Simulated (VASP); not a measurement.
# GaN (P6_3mc) in VASP: further runs

The runs below take GaN through single point, with r2SCAN.

All numbers are computed with VASP 6.6.1; they aren't measurements. Logs are shortened: lines on timing, memory, paths and dates and some standing lists are left out, and cuts for length are marked.

### 1 The cell of the first run

Symmetry: P6_3mc, No. 186, hexagonal system. The conventional cell has a = 3.183 Å, b = 3.183 Å, c = 5.184 Å, α = 90.00°, β = 90.00°, γ = 120.00°. Ga (site symmetry 3m) has 4 N at 1.95 Å within 2.6 Å. N (site symmetry 3m) has 4 Ga at 1.95 Å within 2.6 Å.

### 2 Single point, r2SCAN

File POSCAR:

```
GaN
1.0
    3.1831494038      0.0000000000      0.0000000000
   -1.5915747019      2.7566882477      0.0000000000
    0.0000000000      0.0000000000      5.1836255107
Ga N
2 2
Direct
    0.3333333333      0.6666666667     -0.0008868064
    0.6666666667      0.3333333333      0.4991131936
    0.3333333333      0.6666666667      0.3758868064
    0.6666666667      0.3333333333      0.8758868064
```

File INCAR.step1:

```
ALGO = Normal
EDIFF = 1E-4
ENCUT = 520
GGA = PE
ISMEAR = 0
LASPH = True
LCHARG = False
LREAL = False
LWAVE = True
NBANDS = 26
NELM = 80
PREC = Accurate
SIGMA = 0.01
```

File INCAR.step2:

```
ALGO = Normal
EDIFF = 1E-6
ENCUT = 520
ISIF = 2
ISMEAR = 0
ISTART = 1
LASPH = True
LCHARG = False
LMIXTAU = True
LREAL = False
LWAVE = False
METAGGA = R2SCAN
NBANDS = 26
NELM = 80
PREC = Accurate
SIGMA = 0.01
```

File KPOINTS:

```
k-points
0
Gamma
  9 9 4
```

Potentials or basis: VASP PAW PBE potentials, release 64 (Ga_d, N).

The run is started by

```console
$ cat potpaw_PBE.64/Ga_d/POTCAR potpaw_PBE.64/N/POTCAR > POTCAR
$ cp INCAR.step1 INCAR
$ mpirun -np 1 vasp_std > vasp.out
$ cp INCAR.step2 INCAR
$ mpirun -np 1 vasp_std > vasp.out
```

OUTCAR:

```text
EDIFF = 1E-6
   ENCUT = 520
   ISIF = 2
   ISMEAR = 0
   ISTART = 1
   LASPH = True
   LREAL = False
   METAGGA = R2SCAN
   NELM = 80
   PREC = Accurate

 ion  position               nearest neighbor table
   1  0.333  0.667  0.999-   4 1.95   4 1.95   4 1.95   3 1.95
   2  0.667  0.333  0.499-   3 1.95   3 1.95   3 1.95   4 1.95
   3  0.333  0.667  0.376-   2 1.95   2 1.95   2 1.95   1 1.95
   4  0.667  0.333  0.876-   1 1.95   1 1.95   1 1.95   2 1.95

  LATTYP: Found a hexagonal cell.
 ALAT       =     3.1831494038
 C/A-ratio  =     1.6284581253

  Lattice vectors:

 A1 = (   3.1831494038,   0.0000000000,   0.0000000000)
 A2 = (  -1.5915747019,   2.7566882477,   0.0000000000)
 A3 = (   0.0000000000,   0.0000000000,   5.1836255107)

Analysis of symmetry for initial positions (statically):
=====================================================================
 Subroutine PRICEL returns:
 Original cell was already a primitive cell.

 Routine SETGRP: Setting up the symmetry group for a
 hexagonal supercell.

 Subroutine GETGRP returns: Found 12 space group operations
 (whereof  6 operations were pure point group operations)
 out of a pool of 24 trial point group operations.

The static configuration has the point symmetry C_3v.
 The point group associated with its full space group is C_6v.

Analysis of symmetry for dynamics (positions and initial velocities):
=====================================================================
 Subroutine PRICEL returns:
 Original cell was already a primitive cell.

 Routine SETGRP: Setting up the symmetry group for a
 hexagonal supercell.

 Subroutine GETGRP returns: Found 12 space group operations
 (whereof  6 operations were pure point group operations)
 out of a pool of 24 trial point group operations.

The dynamic configuration has the point symmetry C_3v.
 The point group associated with its full space group is C_6v.

 Subroutine INISYM returns: Found 12 space group operations
 (whereof  6 operations are pure point group operations),
 and found     1 'primitive' translations

----------------------------------------------------------------------------------------

                                     Primitive cell

  volume of cell :      45.4861

  direct lattice vectors                    reciprocal lattice vectors
     3.183149404  0.000000000  0.000000000     0.314154277  0.181377056  0.000000000
    -1.591574702  2.756688248  0.000000000     0.000000000  0.362754113  0.000000000
     0.000000000  0.000000000  5.183625511     0.000000000  0.000000000  0.192915171

  length of vectors
     3.183149404  3.183149404  5.183625511     0.362754113  0.362754113  0.192915171

  position of ions in fractional coordinates (direct lattice)
     0.333333333  0.666666667  0.999113194
     0.666666667  0.333333333  0.499113194
     0.333333333  0.666666667  0.375886806
     0.666666667  0.333333333  0.875886806

  ion indices of the primitive-cell ions
   primitive index   ion index
                 1           1
                 2           2
                 3           3
                 4           4

----------------------------------------------------------------------------------------

 KPOINTS: k-points

Automatic generation of k-mesh.
 Grid dimensions read from file:
 generate k-points for:    9    9    4

 Generating k-lattice:

  Cartesian coordinates                     Fractional coordinates (reciprocal lattice)
     0.034906031  0.020153006  0.000000000     0.111111111  0.000000000  0.000000000
     0.000000000  0.040306013  0.000000000     0.000000000  0.111111111  0.000000000
     0.000000000  0.000000000  0.048228793     0.000000000  0.000000000  0.250000000

  Length of vectors
     0.040306013  0.040306013  0.048228793

  Shift w.r.t. Gamma in fractional coordinates (k-lattice)
     0.000000000  0.000000000  0.000000000

 Subroutine IBZKPT returns following result:
 ===========================================

 Found     36 irreducible k-points:

 Following reciprocal coordinates:
            Coordinates               Weight
  0.000000  0.000000  0.000000      1.000000
  0.111111  0.000000  0.000000      6.000000
  0.222222  0.000000  0.000000      6.000000
  0.333333  0.000000  0.000000      6.000000
  0.444444  0.000000  0.000000      6.000000
  0.111111  0.111111  0.000000      6.000000
[... 16 lines left out ...]
  0.333333  0.222222  0.250000     24.000000
  0.333333  0.333333  0.250000      4.000000
 [... further k-points ...]
   k-points           NKPTS =     36   k-points in BZ     NKDIM =     36   number of bands    NBANDS=     26
   number of dos      NEDOS =    301   number of ions     NIONS =      4
   total plane-waves  NPLWV =  23040
   dimension x,y,z NGX =    24 NGY =   24 NGZ =   40
   dimension x,y,z NGXF=    48 NGYF=   48 NGZF=   80
   ions per type =               2   2
   NGX,Y,Z   is equivalent  to a cutoff of  12.53, 12.53, 12.83 a.u.
   NGXF,Y,Z  is equivalent  to a cutoff of  25.07, 25.07, 25.66 a.u.
 SYSTEM =  unknown system
   PREC   = accura    normal or accurate (medium, high low for compatibility)
   ISTART =      1    job   : 0-new  1-cont  2-samecut
   ICHARG =      0    charge: 1-file 2-atom 10-const
   ISPIN  =      1    spin polarized calculation?
   LNONCOLLINEAR =      F non collinear calculations
   LSORBIT =      F    spin-orbit coupling
   LASPH  =      T    aspherical Exc in radial PAW
   ENCUT  =  520.0 eV  38.22 Ry    6.18 a.u.   5.92  5.92  9.64*2*pi/ulx,y,z
   NELM   =     80;   NELMIN=  2; NELMDL=  0     # of ELM steps
   EDIFF  = 0.1E-05   stopping-criterion for ELM
   LREAL  =      F    real-space projection
   EDIFFG = 0.1E-04   stopping-criterion for IOM
   NSW    =      0    number of steps for IOM
   IBRION =     -1    ionic relax: 0-MD 1-quasi-New 2-CG
   NFREE  =      0    steps in history (QN), initial steepest desc. (CG)
   ISIF   =      2    stress and relaxation
   ISYM   =      2    0-nonsym 1-usesym 2-fastsym
   POTIM  = 0.5000    time-step for ionic-motion
   TEBEG  =    0.0;   TEEND  =   0.0 temperature during run
   PSTRESS=    0.0 pullay stress
   NELECT =      36.0000    total number of electrons
   NUPDOWN=      -1.0000    fix difference up-down
   EMIN   =  10.00;   EMAX   =-10.00  energy-range for DOS
   EFERMI =   0.00;   METHOD = LEGACY
   ISMEAR =     0;   SIGMA  =   0.01  broadening in eV -4-tet -1-fermi 0-gaus
   EFERMI_NEDOS =   21; number of points for ismear=-14 and -15
   IALGO  =     38    algorithm
   IMIX   =      4    mixing-type and parameters
     AMIX     =   0.40;   BMIX     =  1.00
     AMIX_MAG =   1.60;   BMIX_MAG =  1.00
  volume/ion in A,a.u.               =      11.37        76.74
  Fermi-wavevector in a.u.,A,eV,Ry     =   1.514315  2.861640 31.200200  2.293150
  Thomas-Fermi vector in A             =   2.623989
   LORBIT       =      0    0 simple, 1 ext, 2 COOP (PROOUT), +10 PAW based schemes
   METAGGA = R2SCAN    functional components
   LHFCALC =     F    Hartree Fock is set to
   AEXX    =    0.0000 exact exchange contribution
   IVDW    =     0    specifies the selected vdW correction
   LEPSILON=     F    determine dielectric tensor
   LRPA    =     F    only Hartree local field effects (RPA)
 non-spin polarized calculation
 Gauss-broadening in eV      SIGMA  =   0.01
  energy-cutoff  :      520.00
  volume of cell :       45.49
 maximum number of plane-waves:      1248
 NGX is ok and might be reduce to    24
   NGX = 11   NGY = 11   NGZ = 19

 number of electron      35.9999993 magnetization

 Free energy of the ion-electron system (eV)
  ---------------------------------------------------
  ext. energy  EPLUGINS =         0.00000000
  ---------------------------------------------------
  free energy    TOTEN  =       -43.82068310 eV

  energy without entropy =      -43.82068310  energy(sigma->0) =      -43.82068310

 E-fermi :   5.1621     XC(G=0): -12.6636

 val. band max:        5.1013521346   @ k =   0.0000   0.0000   0.0000
 cond. band min:       7.4448519087   @ k =   0.0000   0.0000   0.0000
 fundamental gap:      2.3434997741
 Fermi energy:         5.1620806594

 k-point     1 :       0.0000    0.0000    0.0000
  band No.  band energies     occupation
      1     -11.7108      2.00000
      2     -10.7044      2.00000
      3      -8.7273      2.00000
      4      -8.7114      2.00000
      5      -8.7114      2.00000
      6      -8.6429      2.00000
[... 18 lines left out ...]
     25      17.5887      0.00000
     26      17.5887      0.00000

 k-point     2 :       0.1111    0.0000    0.0000
  band No.  band energies     occupation
      1     -11.5894      2.00000
      2     -10.6693      2.00000
      3      -8.7141      2.00000
      4      -8.6933      2.00000
      5      -8.6710      2.00000
      6      -8.6268      2.00000
[... 18 lines left out ...]
     25      17.1298      0.00000
     26      17.8690      0.00000

 k-point     3 :       0.2222    0.0000    0.0000
  band No.  band energies     occupation
      1     -11.2811      2.00000
      2     -10.5929      2.00000
      3      -8.6763      2.00000
      4      -8.6557      2.00000
      5      -8.5903      2.00000
      6      -8.5546      2.00000
[... 18 lines left out ...]
     25      17.3207      0.00000
     26      18.4649      0.00000

 k-point     4 :       0.3333    0.0000    0.0000
  band No.  band energies     occupation
      1     -10.9447      2.00000
      2     -10.5293      2.00000
      3      -8.6517      2.00000
      4      -8.6317      2.00000
      5      -8.5377      2.00000
      6      -8.4849      2.00000
[... 18 lines left out ...]
     25      17.4783      0.00000
     26      19.1382      0.00000
[... 496 lines left out ...]
      1     -10.7332      2.00000
      2     -10.5272      2.00000
      3      -8.6391      2.00000
      4      -8.6045      2.00000
      5      -8.5405      2.00000
      6      -8.5182      2.00000
[... 18 lines left out ...]
     25      17.2454      0.00000
     26      19.3259      0.00000

 k-point    23 :       0.3333    0.2222    0.2500
  band No.  band energies     occupation
      1     -10.6040      2.00000
      2     -10.5089      2.00000
      3      -8.6487      2.00000
      4      -8.5827      2.00000
      5      -8.5339      2.00000
      6      -8.4833      2.00000
[... 18 lines left out ...]
     25      18.1643      0.00000
     26      19.4109      0.00000

 k-point    24 :       0.3333    0.3333    0.2500
  band No.  band energies     occupation
      1     -10.5329      2.00000
      2     -10.5329      2.00000
      3      -8.6585      2.00000
      4      -8.5410      2.00000
      5      -8.5409      2.00000
      6      -8.4798      2.00000
[... 18 lines left out ...]
     25      19.0515      0.00000
     26      19.5476      0.00000

 [... further k-points ...]
[... 5 lines left out ...]
  --------------------------------------------------------------------------------------
  -------------------------------------------------------------------------------------
  Total        0.3153585      0.3153585      0.2779713      0.0000000      0.0000000      0.0000000
  in kB       11.1080253     11.1080253      9.7911187      0.0000000      0.0000000      0.0000000
  external PRESSURE =      10.6690564 kB  Pullay stress =       0.0000000 kB

 VOLUME and BASIS-vectors are now :
 -----------------------------------------------------------------------------
  energy-cutoff  :      520.00
  volume of cell :       45.49
      direct lattice vectors                 reciprocal lattice vectors
     3.183149404  0.000000000  0.000000000     0.314154277  0.181377056  0.000000000
    -1.591574702  2.756688248  0.000000000     0.000000000  0.362754113  0.000000000
     0.000000000  0.000000000  5.183625511     0.000000000  0.000000000  0.192915171

 POSITION                                       TOTAL-FORCE (eV/Angst)
 -----------------------------------------------------------------------------------
     -0.00000      1.83779      5.17903        -0.000000      0.000000      0.005048
      1.59157      0.91890      2.58722        -0.000000      0.000000      0.005048
     -0.00000      1.83779      1.94846         0.000000      0.000000     -0.005048
      1.59157      0.91890      4.54027         0.000000      0.000000     -0.005048
 -----------------------------------------------------------------------------------
    total drift:                                0.000002      0.000004      0.034530

  FREE ENERGIE OF THE ION-ELECTRON SYSTEM (eV)
  ---------------------------------------------------
  free  energy   TOTEN  =       -43.8206830996 eV

  energy  without entropy=      -43.8206830996  energy(sigma->0) =      -43.82068310
```

Run time: 4.1 min. Hardware: 1 thread of AMD EPYC 7R43 (Zen 3), shared host; peak memory 0.15 GiB.

Results:

```yaml
Free_energy: -43.8207 eV
Pressure: 1.1 GPa
Largest_force: 0.005 eV/Å
Band_gap_on_the_k_mesh: 2.34 eV, direct
```

Forces on the atoms (eV/Å):
```
Ga   0.000  0.000  0.005
Ga   0.000  0.000  0.005
N    0.000  0.000 -0.005
N    0.000  0.000 -0.005
```

Stress tensor (GPa, compression positive):
```
1.11 0.00 0.00
0.00 1.11 0.00
0.00 0.00 0.98
```

Levels at points of the mesh, in eV from the valence-band top:
```csv
k point,band 15,band 16,band 17,band 18,band 19,band 20,band 21,band 22
"(0.00, 0.00, 0.00)",-1.07,-0.04,0.00,0.00,2.34,4.81,9.96,10.59
"(0.00, 0.00, 0.50)",-0.55,-0.55,-0.55,-0.55,4.77,4.77,9.18,9.18
```

Caveat: the PAW data sets were made with another functional, which shifts forces and pressure a little.

### 3 Single point, r2SCAN

POSCAR is that of step 2.

File INCAR.step1:

```
SYSTEM = GaN
PREC = Accurate ; ENCUT = 520
ISMEAR = 0 ; SIGMA = 0.01
LREAL = .FALSE. ; LASPH = .TRUE.
NELM = 80 ; NBANDS = 26
GGA = PE ; ALGO = Normal
EDIFF = 1E-4 ; LWAVE = .TRUE.
LCHARG = .FALSE.
```

File INCAR.step2:

```
SYSTEM = GaN
PREC = Accurate ; ENCUT = 520
EDIFF = 1E-6 ; ISMEAR = 0
SIGMA = 0.01 ; LREAL = .FALSE.
LASPH = .TRUE. ; NELM = 80
ALGO = Normal ; ISIF = 2
LWAVE = .FALSE. ; LCHARG = .FALSE.
METAGGA = R2SCAN ; LMIXTAU = .TRUE.
NBANDS = 26 ; ISTART = 1
```

File KPOINTS:

```
Automatic mesh
0
G
  9 9 4
  0 0 0
```

Potentials or basis: VASP PAW PBE potentials, release 64 (Ga_d, N).

The run is started by

```console
$ cat potpaw_PBE.64/Ga_d/POTCAR potpaw_PBE.64/N/POTCAR > POTCAR
$ cp INCAR.step1 INCAR
$ mpirun -np 1 vasp_std > vasp.out
$ cp INCAR.step2 INCAR
$ mpirun -np 1 vasp_std > vasp.out
```

It took 3.9 min on 1 thread of AMD EPYC 7R43 (Zen 3), shared host; peak memory 0.15 GiB.

It converged, with:

```yaml
Free_energy: -43.8207 eV
Pressure: 1.1 GPa
Largest_force: 0.005 eV/Å
Band_gap_on_the_k_mesh: 2.34 eV, direct
```

Forces in eV/Å, atoms in the order of the input:
```
Ga   0.000  0.000  0.005
Ga   0.000  0.000  0.005
N    0.000  0.000 -0.005
N    0.000  0.000 -0.005
```

Stress tensor (GPa, compression positive):
```
1.11 0.00 0.00
0.00 1.11 0.00
0.00 0.00 0.98
```

Levels at points of the mesh, in eV from the valence-band top:
```tsv
k point	band 15	band 16	band 17	band 18	band 19	band 20	band 21	band 22
(0.00, 0.00, 0.00)	-1.07	-0.04	0.00	0.00	2.34	4.81	9.96	10.59
(0.00, 0.00, 0.50)	-0.55	-0.55	-0.55	-0.55	4.77	4.77	9.18	9.18
```

Caveat: the PAW data sets were made with another functional, which shifts forces and pressure a little. r2SCAN opens gaps a little over a GGA but as a rule still falls short of measured ones.
